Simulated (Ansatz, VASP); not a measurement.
## Re: VASP beside Ansatz

Contents of INCAR:

```
SYSTEM = Re
PREC = Accurate
ENCUT = 600
EDIFF = 1E-6
ISMEAR = 0
SIGMA = 0.2
LREAL = .FALSE.
LASPH = .TRUE.
NELM = 120
ALGO = Normal
ISIF = 2
LWAVE = .FALSE.
LCHARG = .FALSE.
NBANDS = 14
GGA_COMPAT = .FALSE.
```

Contents of KPOINTS:

```
regular mesh
0
G
  13 13 7
  0 0 0
```

Contents of POSCAR:

```
Re
1.0
    2.7391880258      0.0000000000      0.0000000000
   -1.3695940129      2.3722064161      0.0000000000
    0.0000000000      0.0000000000      4.4118668232
Re
2
Direct
    0.3333333333      0.6666666667      0.2500000000
    0.6666666667      0.3333333333      0.7500000000
```

Input for Ansatz:

```yaml
crystal:
  lattice:
    - [2.7391880258, 0.0, 0.0]
    - [-1.3695940129, 2.3722064161, 0.0]
    - [0.0, 0.0, 4.4118668232]
  atoms:
    - { symbol: Re, position: [0.3333333333, 0.6666666667, 0.25] }
    - { symbol: Re, position: [0.6666666667, 0.3333333333, 0.75] }
hamiltonian:
  xc: lda
  pseudopotentials:
    kind: paw
    azcp:
      Re: "pseudopotentials/Re.paw.azcp"
basis:
  ecutwfc: 420
  fft_grid_basis: typed
kpoints:
  mp_grid: { grid: [13, 13, 7], shift: [0, 0, 0] }
magnetization:
  spin_polarized: false
scf:
  occupations: { method: gaussian, width: 0.2 }
  lower_state_search: "off"
output:
  stress: true
  write_density: true
  write_potential: true
  elf: true
  volumetric_format: npy
```

Alike in both runs: task single point; functional LDA; k mesh 13 × 13 × 7; occupations gaussian, width 0.2 eV; no spin polarisation.

|  | VASP | Ansatz |
| --- | --- | --- |
| version | VASP 6.6.1 | Ansatz 0.2.0 |
| potentials or method | VASP PAW LDA potentials, release 64 (Re), cutoff 600 eV | plane waves (420 eV) with PAW, scalar-relativistic |
| valence electrons in the cell | 14 | 30 |

```csv
,VASP,Ansatz,Ansatz less VASP
pressure (GPa),1.6,-0.1,-1.68
"traceless stress, the component that is largest in VASP (GPa)",-0.04,0.07,+0.107
```

Ansatz warns that its potentials were made for another functional, while VASP's fit it. LDA's correlation is that of Perdew and Zunger in VASP and of Perdew and Wang (1992) in Ansatz. VASP's potentials hold 14 valence electrons a cell and Ansatz's 30, so a difference there can come from the potentials and not from the codes.

Spin-orbit coupling is off throughout.
